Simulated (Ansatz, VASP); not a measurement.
**BN: VASP beside Ansatz**

```
B N
1.0
     0.00000    1.87702    1.77338
     1.87702    0.00000    1.77338
     1.87702    1.87702    0.00000
B N
1 1
Direct
  0.00000 0.00000 0.00000
  0.25000 0.25000 0.25000
```

Change from the starting cell: epitaxial_xy strain +4.0%.

Alike in both runs: task single point; functional PBE; k mesh 12 × 12 × 12; occupations fermi-dirac, width 0.02 eV; no spin polarisation.

|  | VASP | Ansatz |
| --- | --- | --- |
| version | VASP 6.6.1 | Ansatz 0.2.0 |
| potentials or method | VASP PAW PBE potentials, release 64 (B, N) | plane waves, PAW |
| plane-wave cutoff (eV) | 520 | 420 |
| valence electrons in the cell | 8 | 8 |

Ansatz gave:

```
gap on the k mesh at the Fermi level (eV)                     : 3.50
pressure (GPa)                                                : -16.5
traceless stress, the component that is largest in VASP (GPa) : 20.37
```

Which values does VASP return?

gap on the k mesh at the Fermi level (eV): 3.49; pressure (GPa): -16.4; traceless stress, the component that is largest in VASP (GPa): 20.39.

The functional is the same, so the differences come from potentials, cutoffs and numerics.
